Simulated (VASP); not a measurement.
# Ge3Os (Pm-3n) in VASP: notebook

Runs on Ge3Os. Level: PBE. Tasks: relaxation of cell and atoms, single point.

Everything below comes from runs of VASP 6.6.1. Logs are shortened: lines on timing, memory, paths and dates and some standing lists are left out, and cuts for length are marked.

### Step 1. The cell of the first run

Symmetry: Pm-3n, No. 223, cubic system. Conventional cell: a = 5.192 Å, b = 5.192 Å, c = 5.192 Å, α = 90.00°, β = 90.00°, γ = 90.00°. Ge (site symmetry -4m2) has 10 Ge at 2.60 to 3.18 Å and 4 Os at 2.90 Å within 3.4 Å. Os (site symmetry m-3) has 12 Ge at 2.90 Å within 3.8 Å.

### Step 2. Relaxation of cell and atoms, PBE

Contents of INCAR:

```
SYSTEM = Ge3Os
  ALGO = Normal
  EDIFF = 1E-7
  EDIFFG = -0.04
  ENCUT = 600
  GGA = PE
  IBRION = 2
  ISIF = 3
  ISMEAR = 0
  LASPH = .True.
  LCHARG = .False.
  LREAL = .False.
  LWAVE = .False.
  NELM = 100
  NSW = 90
  PREC = Accurate
  SIGMA = 0.1
```

Contents of KPOINTS:

```
k-points
0
Gamma
  4 4 4
  0 0 0
```

Contents of POSCAR:

```
Ge3Os
1.0
    5.1916833100      0.0000000000      0.0000000000
    0.0000000000      5.1916833100      0.0000000000
    0.0000000000      0.0000000000      5.1916833100
Ge Os
6 2
Direct
    0.2500000000      0.0000000000      0.5000000000
    0.5000000000      0.7500000000      0.0000000000
    0.7500000000      0.0000000000      0.5000000000
    0.5000000000      0.2500000000      0.0000000000
    0.0000000000      0.5000000000      0.7500000000
    0.0000000000      0.5000000000      0.2500000000
    0.0000000000      0.0000000000      0.0000000000
    0.5000000000      0.5000000000      0.5000000000
```

Potentials or basis: VASP PAW PBE potentials, release 64 (Ge_d, Os).

Started as:

```console
$ cat potpaw_PBE.64/Ge_d/POTCAR potpaw_PBE.64/Os/POTCAR > POTCAR
$ mpirun -np 1 vasp_std > vasp.out
```

OUTCAR:

```text
SYSTEM = Ge3Os
   EDIFF = 1E-7
   EDIFFG = -0.04
   ENCUT = 600
   GGA = PE
   IBRION = 2
   ISIF = 3
   ISMEAR = 0
   LASPH = .True.
   LREAL = .False.
   NELM = 100
   NSW = 90
   PREC = Accurate

 ion  position               nearest neighbor table
   1  0.250  0.000  0.500-   3 2.60   3 2.60   8 2.90   7 2.90   8 2.90   7 2.90
   2  0.500  0.750  0.000-   4 2.60   4 2.60   8 2.90   8 2.90   7 2.90   7 2.90
   3  0.750  0.000  0.500-   1 2.60   1 2.60   8 2.90   7 2.90   8 2.90   7 2.90
   4  0.500  0.250  0.000-   2 2.60   2 2.60   8 2.90   8 2.90   7 2.90   7 2.90
   5  0.000  0.500  0.750-   6 2.60   6 2.60   8 2.90   7 2.90   7 2.90   8 2.90
   6  0.000  0.500  0.250-   5 2.60   5 2.60   8 2.90   7 2.90   7 2.90   8 2.90
   7  0.000  0.000  0.000-   1 2.90   2 2.90   3 2.90   4 2.90   5 2.90   6 2.90   1 2.90   3 2.90
                             5 2.90   6 2.90   2 2.90   4 2.90
   8  0.500  0.500  0.500-   1 2.90   2 2.90   3 2.90   4 2.90   5 2.90   6 2.90   2 2.90   4 2.90
                             1 2.90   3 2.90   5 2.90   6 2.90

  LATTYP: Found a simple cubic cell.
 ALAT       =     5.1916833100

  Lattice vectors:

 A1 = (   5.1916833100,   0.0000000000,   0.0000000000)
 A2 = (   0.0000000000,   5.1916833100,   0.0000000000)
 A3 = (   0.0000000000,   0.0000000000,   5.1916833100)

Analysis of symmetry for initial positions (statically):
=====================================================================
 Subroutine PRICEL returns:
 Original cell was already a primitive cell.

 Routine SETGRP: Setting up the symmetry group for a
 simple cubic supercell.

 Subroutine GETGRP returns: Found 48 space group operations
 (whereof 24 operations were pure point group operations)
 out of a pool of 48 trial point group operations.

The static configuration has the point symmetry T_h .
 The point group associated with its full space group is O_h .

Analysis of symmetry for dynamics (positions and initial velocities):
=====================================================================
 Subroutine PRICEL returns:
 Original cell was already a primitive cell.

 Routine SETGRP: Setting up the symmetry group for a
 simple cubic supercell.

 Subroutine GETGRP returns: Found 48 space group operations
 (whereof 24 operations were pure point group operations)
 out of a pool of 48 trial point group operations.

The dynamic configuration has the point symmetry T_h .
 The point group associated with its full space group is O_h .

 Subroutine INISYM returns: Found 48 space group operations
 (whereof 24 operations are pure point group operations),
 and found     1 'primitive' translations

[... 83 lines left out ...]
   ISTART =      0    job   : 0-new  1-cont  2-samecut
   ICHARG =      2    charge: 1-file 2-atom 10-const
   ISPIN  =      1    spin polarized calculation?
   LNONCOLLINEAR =      F non collinear calculations
   LSORBIT =      F    spin-orbit coupling
   LASPH  =      T    aspherical Exc in radial PAW
   ENCUT  =  600.0 eV  44.10 Ry    6.64 a.u.  10.37 10.37 10.37*2*pi/ulx,y,z
   NELM   =    100;   NELMIN=  2; NELMDL= -5     # of ELM steps
   EDIFF  = 0.1E-06   stopping-criterion for ELM
   LREAL  =      F    real-space projection
   EDIFFG = -.4E-01   stopping-criterion for IOM
   NSW    =     90    number of steps for IOM
   IBRION =      2    ionic relax: 0-MD 1-quasi-New 2-CG
   NFREE  =      1    steps in history (QN), initial steepest desc. (CG)
   ISIF   =      3    stress and relaxation
   ISYM   =      2    0-nonsym 1-usesym 2-fastsym
   POTIM  = 0.5000    time-step for ionic-motion
   TEBEG  =    0.0;   TEEND  =   0.0 temperature during run
   PSTRESS=    0.0 pullay stress
   NELECT =     100.0000    total number of electrons
   NUPDOWN=      -1.0000    fix difference up-down
   EMIN   =  10.00;   EMAX   =-10.00  energy-range for DOS
   EFERMI =   0.00;   METHOD = LEGACY
   ISMEAR =     0;   SIGMA  =   0.10  broadening in eV -4-tet -1-fermi 0-gaus
   EFERMI_NEDOS =   21; number of points for ismear=-14 and -15
   IALGO  =     38    algorithm
   IMIX   =      4    mixing-type and parameters
     AMIX     =   0.40;   BMIX     =  1.00
     AMIX_MAG =   1.60;   BMIX_MAG =  1.00
  volume/ion in A,a.u.               =      17.49       118.04
  Fermi-wavevector in a.u.,A,eV,Ry     =   1.463637  2.765872 29.146843  2.142233
  Thomas-Fermi vector in A             =   2.579708
   LORBIT       =      0    0 simple, 1 ext, 2 COOP (PROOUT), +10 PAW based schemes
   GGA     = PE    functional components
   LHFCALC =     F    Hartree Fock is set to
   AEXX    =    0.0000 exact exchange contribution
   IVDW    =     0    specifies the selected vdW correction
   LEPSILON=     F    determine dielectric tensor
   LRPA    =     F    only Hartree local field effects (RPA)
 conjugate gradient relaxation of ions
 non-spin polarized calculation
 Gauss-broadening in eV      SIGMA  =   0.10
  energy-cutoff  :      600.00
  volume of cell :      139.93
 maximum number of plane-waves:      4700
 NGX is ok and might be reduce to    42
   NGX = 21   NGY = 21   NGZ = 21

--------------------------------------- Ionic step        1  -------------------------------------------

 number of electron     100.0000000 magnetization

 number of electron      99.9999988 magnetization

 Free energy of the ion-electron system (eV)
  ---------------------------------------------------
  ext. energy  EPLUGINS =         0.00000000
  ---------------------------------------------------
  free energy    TOTEN  =       -46.02135002 eV

  energy without entropy =      -46.00637877  energy(sigma->0) =      -46.01386440

------------------------ aborting loop because EDIFF is reached ----------------------------------------

  FORCE on cell =-STRESS in cart. coord.  units (eV):
  Direction    XX          YY          ZZ          XY          YZ          ZX
  --------------------------------------------------------------------------------------
  -------------------------------------------------------------------------------------
  Total       -6.2089772     -6.2089772     -6.2089772      0.0000000      0.0000000      0.0000000
  in kB      -71.0896000    -71.0896000    -71.0896000      0.0000000      0.0000000      0.0000000
  external PRESSURE =     -71.0896000 kB  Pullay stress =       0.0000000 kB
[... 71 lines left out ...]
--------------------------------------- Ionic step        3  -------------------------------------------

 number of electron     100.0000099 magnetization

 Free energy of the ion-electron system (eV)
  ---------------------------------------------------
  ext. energy  EPLUGINS =         0.00000000
  ---------------------------------------------------
  free energy    TOTEN  =       -46.23621891 eV

  energy without entropy =      -46.21677129  energy(sigma->0) =      -46.22649510

 E-fermi :   8.2073     XC(G=0): -12.2957

 val. band max:        8.2000798358   @ k =   0.2500   0.0000   0.0000
 cond. band min:       8.2517255205   @ k =   0.5000   0.0000   0.0000
 fundamental gap:      0.0516456847
 Fermi energy:         8.2073154507

 k-point     1 :       0.0000    0.0000    0.0000
  band No.  band energies     occupation
      1     -16.9253      2.00000
      2     -16.9171      2.00000
      3     -16.9171      2.00000
      4     -16.8042      2.00000
      5     -16.8042      2.00000
      6     -16.8042      2.00000
[... 654 lines left out ...]
  FREE ENERGIE OF THE ION-ELECTRON SYSTEM (eV)
  ---------------------------------------------------
  free  energy   TOTEN  =       -46.2362189114 eV

  energy  without entropy=      -46.2167712892  energy(sigma->0) =      -46.22649510

 reached required accuracy - stopping structural energy minimisation
```

CONTCAR:

```text
Ge3Os
   1.00000000000000
     5.0770041288214607   -0.0000000000000000    0.0000000000000000
     0.0000000000000000    5.0770041288214607    0.0000000000000000
     0.0000000000000000    0.0000000000000000    5.0770041288214607
  Ge              Os
     6     2
Direct
     0.2500000000000000    0.0000000000000000    0.5000000000000000
     0.5000000000000000    0.7500000000000000    0.0000000000000000
     0.7500000000000000    0.0000000000000000    0.5000000000000000
     0.5000000000000000    0.2500000000000000    0.0000000000000000
     0.0000000000000000    0.5000000000000000    0.7500000000000000
     0.0000000000000000    0.5000000000000000    0.2500000000000000
     0.0000000000000000    0.0000000000000000    0.0000000000000000
     0.5000000000000000    0.5000000000000000    0.5000000000000000

  0.00000000E+00  0.00000000E+00  0.00000000E+00
  0.00000000E+00  0.00000000E+00  0.00000000E+00
  0.00000000E+00  0.00000000E+00  0.00000000E+00
  0.00000000E+00  0.00000000E+00  0.00000000E+00
  0.00000000E+00  0.00000000E+00  0.00000000E+00
  0.00000000E+00  0.00000000E+00  0.00000000E+00
  0.00000000E+00  0.00000000E+00  0.00000000E+00
  0.00000000E+00  0.00000000E+00  0.00000000E+00
```

Run time: 6 min. Hardware: 1 thread of Intel Xeon Platinum 8259CL at 2.50GHz (Skylake/Cascade Lake), shared host; peak memory 0.31 GiB.

What came out:

| Quantity | Value |
| --- | --- |
| Free energy | -46.2362 eV |
| Relaxed volume | 16.36 Å³/atom |
| Relaxed cell | a = 5.077 Å, b = 5.077 Å, c = 5.077 Å, α = 90.00°, β = 90.00°, γ = 90.00° |
| Space group after relaxing (to 0.05 Å) | Pm-3n (No. 223) |
| Energy gained by relaxing | 26.9 meV/atom |
| Ionic steps | 3 |
| Pressure after relaxing | 0.0 GPa |
| Band gap on the k mesh | zero (band 50 reaches 9.42 eV, above the bottom of band 51 at 7.73 eV) |

The path:
| step | energy change (eV) | largest force (eV/Å) | pressure (GPa) | volume (Å³) |
| --- | --- | --- | --- | --- |
| 1 | 0.0000 | 0.0000 | -7.11 | 139.93 |
| 2 | -0.0982 | 0.0000 | 6.53 | 124.80 |
| 3 | -0.2149 | 0.0000 | -0.05 | 130.86 |

Final structure:
```
CELL_PARAMETERS angstrom
5.07700 0.00000 0.00000
0.00000 5.07700 0.00000
0.00000 0.00000 5.07700
ATOMIC_POSITIONS crystal
Ge 0.25000 0.00000 0.50000
Ge 0.50000 0.75000 0.00000
Ge 0.75000 0.00000 0.50000
Ge 0.50000 0.25000 0.00000
Ge 0.00000 0.50000 0.75000
Ge 0.00000 0.50000 0.25000
Os 0.00000 0.00000 0.00000
Os 0.50000 0.50000 0.50000
```

Caveat: spin-orbit coupling is left out, which moves the levels of the heavy elements.

(Part 1 of 2 ends here.)
